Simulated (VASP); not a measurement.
# C (Fd-3m) in VASP: further runs

The runs below take C through single point, with PBE.

Everything below comes from runs of VASP 6.6.1. Logs are shortened: lines on timing, memory, paths and dates and some standing lists are left out, and cuts for length are marked.

## Step 1: The cell of the first run

The structure is cubic, space group Fd-3m (No. 227). The conventional cell has a = 3.494 Å, b = 3.494 Å, c = 3.494 Å, α = 90.00°, β = 90.00°, γ = 90.00°. C (site symmetry -43m) has 4 C at 1.51 Å within 2.0 Å.

## Step 2: Single point, PBE

File INCAR:

```
ALGO = Normal
EDIFF = 1E-6
ENCUT = 600
GGA = PE
GGA_COMPAT = False
ISIF = 2
ISMEAR = 0
LASPH = True
LCHARG = True
LELF = True
LREAL = False
LVHAR = True
LWAVE = False
NBANDS = 11
NELM = 120
PREC = Accurate
SIGMA = 0.02
```

File KPOINTS:

```
k-points
0
Gamma
  20 20 20
```

File POSCAR:

```
C
1.0
    0.0000000000      1.7469644787      1.7469644787
    1.7469644787      0.0000000000      1.7469644787
    1.7469644787      1.7469644787      0.0000000000
C
2
Direct
    0.7500000000      0.7500000000      0.7500000000
    0.5000000000      0.5000000000      0.5000000000
```

Potentials or basis: VASP PAW PBE potentials, release 64 (C).

Run with:

```bash
$ cat potpaw_PBE.64/C/POTCAR > POTCAR
$ mpirun -np 1 vasp_std > vasp.out
```

OUTCAR:

```text
EDIFF = 1E-6
   ENCUT = 600
   GGA = PE
   ISIF = 2
   ISMEAR = 0
   LASPH = True
   LREAL = False
   NELM = 120
   PREC = Accurate

 ion  position               nearest neighbor table
   1  0.750  0.750  0.750-   2 1.51   2 1.51   2 1.51   2 1.51
   2  0.500  0.500  0.500-   1 1.51   1 1.51   1 1.51   1 1.51

  LATTYP: Found a face centered cubic cell.
 ALAT       =     3.4939289574

  Lattice vectors:

 A1 = (   0.0000000000,   1.7469644787,   1.7469644787)
 A2 = (   1.7469644787,   0.0000000000,   1.7469644787)
 A3 = (   1.7469644787,   1.7469644787,   0.0000000000)

Analysis of symmetry for initial positions (statically):
=====================================================================
 Subroutine PRICEL returns:
 Original cell was already a primitive cell.

 Routine SETGRP: Setting up the symmetry group for a
 face centered cubic supercell.

 Subroutine GETGRP returns: Found 48 space group operations
 (whereof 24 operations were pure point group operations)
 out of a pool of 48 trial point group operations.

The static configuration has the point symmetry T_d .
 The point group associated with its full space group is O_h .

Analysis of symmetry for dynamics (positions and initial velocities):
=====================================================================
 Subroutine PRICEL returns:
 Original cell was already a primitive cell.

 Routine SETGRP: Setting up the symmetry group for a
 face centered cubic supercell.

 Subroutine GETGRP returns: Found 48 space group operations
 (whereof 24 operations were pure point group operations)
 out of a pool of 48 trial point group operations.

The dynamic configuration has the point symmetry T_d .
 The point group associated with its full space group is O_h .

 Subroutine INISYM returns: Found 48 space group operations
 (whereof 24 operations are pure point group operations),
 and found     1 'primitive' translations

----------------------------------------------------------------------------------------

                                     Primitive cell

  volume of cell :      10.6631

  direct lattice vectors                    reciprocal lattice vectors
     0.000000000  1.746964479  1.746964479    -0.286210742  0.286210742  0.286210742
     1.746964479  0.000000000  1.746964479     0.286210742 -0.286210742  0.286210742
     1.746964479  1.746964479  0.000000000     0.286210742  0.286210742 -0.286210742

  length of vectors
[... 84 lines left out ...]
   EDIFFG = 0.1E-04   stopping-criterion for IOM
   NSW    =      0    number of steps for IOM
   IBRION =     -1    ionic relax: 0-MD 1-quasi-New 2-CG
   NFREE  =      0    steps in history (QN), initial steepest desc. (CG)
   ISIF   =      2    stress and relaxation
   ISYM   =      2    0-nonsym 1-usesym 2-fastsym
   POTIM  = 0.5000    time-step for ionic-motion
   TEBEG  =    0.0;   TEEND  =   0.0 temperature during run
   PSTRESS=    0.0 pullay stress
   NELECT =       8.0000    total number of electrons
   NUPDOWN=      -1.0000    fix difference up-down
   EMIN   =  10.00;   EMAX   =-10.00  energy-range for DOS
   EFERMI =   0.00;   METHOD = LEGACY
   ISMEAR =     0;   SIGMA  =   0.02  broadening in eV -4-tet -1-fermi 0-gaus
   EFERMI_NEDOS =   21; number of points for ismear=-14 and -15
   IALGO  =     38    algorithm
   IMIX   =      4    mixing-type and parameters
     AMIX     =   0.40;   BMIX     =  1.00
     AMIX_MAG =   1.60;   BMIX_MAG =  1.00
  volume/ion in A,a.u.               =       5.33        35.98
  Fermi-wavevector in a.u.,A,eV,Ry     =   1.487570  2.811100 30.107851  2.212865
  Thomas-Fermi vector in A             =   2.600714
   LORBIT       =      0    0 simple, 1 ext, 2 COOP (PROOUT), +10 PAW based schemes
   GGA     = PE    functional components
   LHFCALC =     F    Hartree Fock is set to
   AEXX    =    0.0000 exact exchange contribution
   IVDW    =     0    specifies the selected vdW correction
   LEPSILON=     F    determine dielectric tensor
   LRPA    =     F    only Hartree local field effects (RPA)
 non-spin polarized calculation
 Gauss-broadening in eV      SIGMA  =   0.02
  energy-cutoff  :      600.00
  volume of cell :       10.66
 maximum number of plane-waves:       368
   NGX =  9   NGY =  9   NGZ =  9

 number of electron       7.9999999 magnetization

 Free energy of the ion-electron system (eV)
  ---------------------------------------------------
  ext. energy  EPLUGINS =         0.00000000
  ---------------------------------------------------
  free energy    TOTEN  =       -18.11723638 eV

  energy without entropy =      -18.11723638  energy(sigma->0) =      -18.11723638

 E-fermi :  10.8084     XC(G=0): -13.5636

 val. band max:       10.6444819104   @ k =   0.0000   0.0000   0.0000
 cond. band min:      14.9189454936   @ k =   0.3500   0.3500   0.0000
 fundamental gap:      4.2744635832
 Fermi energy:        10.8084179977

 k-point     1 :       0.0000    0.0000    0.0000
  band No.  band energies     occupation
      1     -11.6820      2.00000
      2      10.6445      2.00000
      3      10.6445      2.00000
      4      10.6445      2.00000
      5      16.4055      0.00000
      6      16.4055      0.00000
      7      16.4055      0.00000
      8      25.4224      0.00000
      9      30.7521      0.00000
     10      37.8721      0.00000
     11      37.8721      0.00000
[... 309 lines left out ...]
 k-point    24 :      -0.3500    0.0500    0.0000
  band No.  band energies     occupation
      1      -7.8282      2.00000
      2      -0.2008      2.00000
      3       7.4606      2.00000
      4       8.1585      2.00000
      5      19.2058      0.00000
      6      19.5346      0.00000
      7      20.2896      0.00000
      8      26.6605      0.00000
      9      32.6175      0.00000
     10      34.1162      0.00000
     11      35.9861      0.00000

 [... further k-points ...]
[... 5 lines left out ...]
  --------------------------------------------------------------------------------------
  -------------------------------------------------------------------------------------
  Total        2.1564551      2.1564551      2.1564551      0.0000000     -0.0000000      0.0000000
  in kB      324.0177319    324.0177319    324.0177319      0.0000000     -0.0000000      0.0000000
  external PRESSURE =     324.0177319 kB  Pullay stress =       0.0000000 kB

 VOLUME and BASIS-vectors are now :
 -----------------------------------------------------------------------------
  energy-cutoff  :      600.00
  volume of cell :       10.66
      direct lattice vectors                 reciprocal lattice vectors
     0.000000000  1.746964479  1.746964479    -0.286210742  0.286210742  0.286210742
     1.746964479  0.000000000  1.746964479     0.286210742 -0.286210742  0.286210742
     1.746964479  1.746964479  0.000000000     0.286210742  0.286210742 -0.286210742

 POSITION                                       TOTAL-FORCE (eV/Angst)
 -----------------------------------------------------------------------------------
      2.62045      2.62045      2.62045        -0.000000     -0.000000     -0.000000
      1.74696      1.74696      1.74696         0.000000      0.000000      0.000000
 -----------------------------------------------------------------------------------
    total drift:                                0.000000     -0.000000      0.000000

  FREE ENERGIE OF THE ION-ELECTRON SYSTEM (eV)
  ---------------------------------------------------
  free  energy   TOTEN  =       -18.1172363770 eV

  energy  without entropy=      -18.1172363770  energy(sigma->0) =      -18.11723638
```

OSZICAR:

```text
N       E                     dE             d eps       ncg     rms          rms(c)
DAV:   1     0.409703327003E+01    0.40970E+01   -0.52696E+03  5779   0.791E+02
DAV:   2    -0.184275250982E+02   -0.22525E+02   -0.21777E+02  7366   0.141E+02
DAV:   3    -0.188803538498E+02   -0.45283E+00   -0.45124E+00  6670   0.153E+01
DAV:   4    -0.188810976099E+02   -0.74376E-03   -0.74375E-03  5979   0.737E-01
DAV:   5    -0.188810983763E+02   -0.76643E-06   -0.76642E-06  6541   0.233E-02    0.599E+00
DAV:   6    -0.183078358575E+02    0.57326E+00   -0.29899E-01  5746   0.391E+00    0.358E+00
DAV:   7    -0.181152126450E+02    0.19262E+00   -0.35968E-01  6091   0.434E+00    0.853E-01
DAV:   8    -0.181171816963E+02   -0.19691E-02   -0.97323E-03  5893   0.756E-01    0.455E-02
DAV:   9    -0.181172155960E+02   -0.33900E-04   -0.60847E-05  6772   0.632E-02    0.255E-02
DAV:  10    -0.181172362788E+02   -0.20683E-04   -0.14629E-05  6028   0.345E-02    0.532E-03
DAV:  11    -0.181172363770E+02   -0.98136E-07   -0.24057E-07  5054   0.462E-03
   1 F= -.18117236E+02 E0= -.18117236E+02  d E =-.279956E-34
```

stdout:

```text
POSCAR found type information on POSCAR C
 POSCAR found :  1 types and       2 ions
 scaLAPACK will be used
 LDA part: xc-table for (Slater+PW92), standard interpolation
 POSCAR, INCAR and KPOINTS ok, starting setup
 FFT: planning ... GRIDC
 FFT: planning ... GRID_SOFT
 FFT: planning ... GRID
 WAVECAR not read
 entering main loop
```

Wall time 40 s (1 thread of Intel Xeon 8259CL, shared host); peak memory 0.14 GiB.

What came out:

```
Free energy            : -18.1172 eV
Pressure               : 32.4 GPa
Band gap on the k mesh : 4.27 eV (least direct gap 5.76 eV)
```

Caveat: the cell stands under pressure. A k mesh can miss the band edges.

## Step 3: Single point, PBE

This run uses another cell than the first one, of 5.50 Å³/atom.

File INCAR:

```
SYSTEM = C
ALGO     = Normal         ! electronic algorithm
EDIFF    = 1E-6           ! SCF threshold, eV
ENCUT    = 600            ! plane-wave cutoff, eV
GGA      = PE             ! functional
GGA_COMPAT= .FALSE.      
ISIF     = 2              ! what is computed and relaxed
ISMEAR   = 0              ! smearing method
LASPH    = .TRUE.         ! aspherical terms in the spheres
LCHARG   = .TRUE.         ! write CHGCAR
LELF     = .TRUE.         ! ELF
LREAL    = .FALSE.        ! projectors in reciprocal space
LVHAR    = .TRUE.       
LWAVE    = .FALSE.        ! write WAVECAR
NBANDS   = 11             ! bands
NELM     = 120            ! most SCF steps
PREC     = Accurate       ! precision mode
SIGMA    = 0.02           ! smearing width, eV
```

File KPOINTS:

```
k-points
0
G
  20 20 20
  0 0 0
```

File POSCAR:

```
C
1.0
    0.0000000000      1.7653549299      1.7653549299
    1.7653549299      0.0000000000      1.7653549299
    1.7653549299      1.7653549299      0.0000000000
C
2
Direct
    0.7500000000      0.7500000000      0.7500000000
    0.5000000000      0.5000000000      0.5000000000
```

Potentials or basis: VASP PAW PBE potentials, release 64 (C).

Run with:

```bash
$ cat potpaw_PBE.64/C/POTCAR > POTCAR
$ mpirun -np 1 vasp_std > vasp.out
```

It took 41 s on 1 thread of Intel Xeon 8259CL, shared host; peak memory 0.14 GiB.

The run converged. Its results:

| Item | Value |
| --- | --- |
| Free energy | -18.1700 eV |
| Pressure | 16.0 GPa |
| Band gap on the k mesh | 4.20 eV (least direct gap 5.67 eV) |

Levels at points of the mesh, in eV from the valence-band top:
```csv
k point,band 1,band 2,band 3,band 4,band 5,band 6,band 7,band 8
"(0.00, 0.00, 0.00)",-21.89,0.00,0.00,0.00,5.67,5.67,5.67,14.04
"(0.50, 0.00, 0.00)",-15.94,-13.72,-2.88,-2.88,8.59,8.59,9.26,15.98
"(0.50, 0.50, 0.00)",-12.98,-12.98,-6.48,-6.48,4.82,4.82,17.27,17.27
```

Caveat: the cell stands under pressure. A k mesh can miss the band edges.

## Step 4: Single point, PBE

This run uses another cell than the first one, of 5.67 Å³/atom.

File INCAR:

```
ALGO     = Normal         # electronic algorithm
EDIFF    = 1E-6           # SCF threshold, eV
ENCUT    = 600            # plane-wave cutoff, eV
GGA      = PE             # functional
GGA_COMPAT= False        
ISIF     = 2              # what is computed and relaxed
ISMEAR   = 0              # smearing method
LASPH    = True           # aspherical terms in the spheres
LCHARG   = False          # write CHGCAR
LREAL    = False          # projectors in reciprocal space
LWAVE    = False          # write WAVECAR
NBANDS   = 11             # bands
NELM     = 120            # most SCF steps
PREC     = Accurate       # precision mode
SIGMA    = 0.02           # smearing width, eV
```

File KPOINTS:

```
k-points
0
Gamma
  20 20 20
```

File POSCAR:

```
C
1.0
    0.0000000000      1.7833700000      1.7833700000
    1.7833700000      0.0000000000      1.7833700000
    1.7833700000      1.7833700000      0.0000000000
C
2
Direct
    0.7500000000      0.7500000000      0.7500000000
    0.5000000000      0.5000000000      0.5000000000
```

Potentials or basis: VASP PAW PBE potentials, release 64 (C).

Run with:

```bash
$ cat potpaw_PBE.64/C/POTCAR > POTCAR
$ mpirun -np 1 vasp_std > vasp.out
```

OUTCAR:

```text
EDIFF = 1E-6
   ENCUT = 600
   GGA = PE
   ISIF = 2
   ISMEAR = 0
   LASPH = True
   LREAL = False
   NELM = 120
   PREC = Accurate

 ion  position               nearest neighbor table
   1  0.750  0.750  0.750-   2 1.54   2 1.54   2 1.54   2 1.54
   2  0.500  0.500  0.500-   1 1.54   1 1.54   1 1.54   1 1.54

  LATTYP: Found a face centered cubic cell.
 ALAT       =     3.5667400000

  Lattice vectors:

 A1 = (   0.0000000000,   1.7833700000,   1.7833700000)
 A2 = (   1.7833700000,   0.0000000000,   1.7833700000)
 A3 = (   1.7833700000,   1.7833700000,   0.0000000000)

Analysis of symmetry for initial positions (statically):
=====================================================================
 Subroutine PRICEL returns:
 Original cell was already a primitive cell.

 Routine SETGRP: Setting up the symmetry group for a
 face centered cubic supercell.

 Subroutine GETGRP returns: Found 48 space group operations
 (whereof 24 operations were pure point group operations)
 out of a pool of 48 trial point group operations.

The static configuration has the point symmetry T_d .
 The point group associated with its full space group is O_h .

[... 165 lines left out ...]
 fundamental gap:      4.1336399380
 Fermi energy:         9.9485172592

 k-point     1 :       0.0000    0.0000    0.0000
  band No.  band energies     occupation
      1     -11.7479      2.00000
      2       9.7285      2.00000
      3       9.7285      2.00000
      4       9.7285      2.00000
      5      15.3188      0.00000
      6      15.3188      0.00000
      7      15.3188      0.00000
      8      23.0598      0.00000
      9      29.0235      0.00000
     10      36.2647      0.00000
     11      36.2647      0.00000
[... 309 lines left out ...]
 k-point    24 :      -0.3500    0.0500    0.0000
  band No.  band energies     occupation
      1      -8.0668      2.00000
      2      -0.6421      2.00000
      3       6.7179      2.00000
      4       7.3804      2.00000
      5      18.0112      0.00000
      6      18.3122      0.00000
      7      18.6136      0.00000
      8      25.0294      0.00000
      9      30.8034      0.00000
     10      32.5952      0.00000
     11      34.1009      0.00000

 [... further k-points ...]
[... 5 lines left out ...]
  --------------------------------------------------------------------------------------
  -------------------------------------------------------------------------------------
  Total        0.1258452      0.1258452      0.1258452      0.0000000      0.0000000     -0.0000000
  in kB       17.7743080     17.7743080     17.7743080      0.0000000      0.0000000     -0.0000000
  external PRESSURE =      17.7743080 kB  Pullay stress =       0.0000000 kB

 VOLUME and BASIS-vectors are now :
 -----------------------------------------------------------------------------
  energy-cutoff  :      600.00
  volume of cell :       11.34
      direct lattice vectors                 reciprocal lattice vectors
     0.000000000  1.783370000  1.783370000    -0.280368067  0.280368067  0.280368067
     1.783370000  0.000000000  1.783370000     0.280368067 -0.280368067  0.280368067
     1.783370000  1.783370000  0.000000000     0.280368067  0.280368067 -0.280368067

 POSITION                                       TOTAL-FORCE (eV/Angst)
 -----------------------------------------------------------------------------------
      2.67505      2.67505      2.67505         0.000000      0.000000      0.000000
      1.78337      1.78337      1.78337        -0.000000     -0.000000     -0.000000
 -----------------------------------------------------------------------------------
    total drift:                                0.000000     -0.000000      0.000000

  FREE ENERGIE OF THE ION-ELECTRON SYSTEM (eV)
  ---------------------------------------------------
  free  energy   TOTEN  =       -18.1900676436 eV

  energy  without entropy=      -18.1900676436  energy(sigma->0) =      -18.19006764
```

OSZICAR:

```text
N       E                     dE             d eps       ncg     rms          rms(c)
DAV:   1     0.294449428137E+01    0.29445E+01   -0.50401E+03  5840   0.776E+02
DAV:   2    -0.184145247660E+02   -0.21359E+02   -0.20732E+02  7468   0.137E+02
DAV:   3    -0.188269985606E+02   -0.41247E+00   -0.41158E+00  6597   0.145E+01
DAV:   4    -0.188276786292E+02   -0.68007E-03   -0.68005E-03  6053   0.736E-01
DAV:   5    -0.188276794630E+02   -0.83378E-06   -0.83377E-06  6482   0.243E-02    0.553E+00
DAV:   6    -0.183492226189E+02    0.47846E+00   -0.24943E-01  5788   0.352E+00    0.330E+00
DAV:   7    -0.181881993408E+02    0.16102E+00   -0.30583E-01  6073   0.395E+00    0.749E-01
DAV:   8    -0.181900070672E+02   -0.18077E-02   -0.86509E-03  5881   0.698E-01    0.434E-02
DAV:   9    -0.181900468811E+02   -0.39814E-04   -0.60993E-05  6849   0.631E-02    0.243E-02
DAV:  10    -0.181900675796E+02   -0.20698E-04   -0.15679E-05  6031   0.349E-02    0.527E-03
DAV:  11    -0.181900676436E+02   -0.64054E-07   -0.24743E-07  5025   0.458E-03
   1 F= -.18190068E+02 E0= -.18190068E+02  d E =-.117444E-57
```

stdout:

```text
POSCAR found type information on POSCAR C
 POSCAR found :  1 types and       2 ions
 scaLAPACK will be used
 LDA part: xc-table for (Slater+PW92), standard interpolation
 POSCAR, INCAR and KPOINTS ok, starting setup
 FFT: planning ... GRIDC
 FFT: planning ... GRID_SOFT
 FFT: planning ... GRID
 WAVECAR not read
 entering main loop
```

Run time: 32 s. Hardware: 1 thread of Intel Xeon 8259CL, shared host; peak memory 0.14 GiB.

What came out:

```
Free energy            : -18.1901 eV
Pressure               : 1.8 GPa
Band gap on the k mesh : 4.13 eV (least direct gap 5.59 eV)
```

## Step 5: Summary

```csv
cell,gap on the mesh (eV),pressure (GPa)
"a = 2.471 Å, angles 60.0°, 2 atoms",4.27,32.4
"a = 2.497 Å, angles 60.0°, 2 atoms",4.20,16.0
"a = 2.522 Å, angles 60.0°, 2 atoms",4.13,1.8
```

Alike in all rows: task single point; level PBE; potentials or basis VASP PAW PBE potentials, release 64 (C); no spin polarisation; k mesh 20 × 20 × 20; cutoff (eV) 600; smearing gaussian 0.02 eV.

Caveats: the cell stands under pressure (at least some runs).

Total energies depend on the potentials used, so only differences within one code and one set of settings carry meaning.
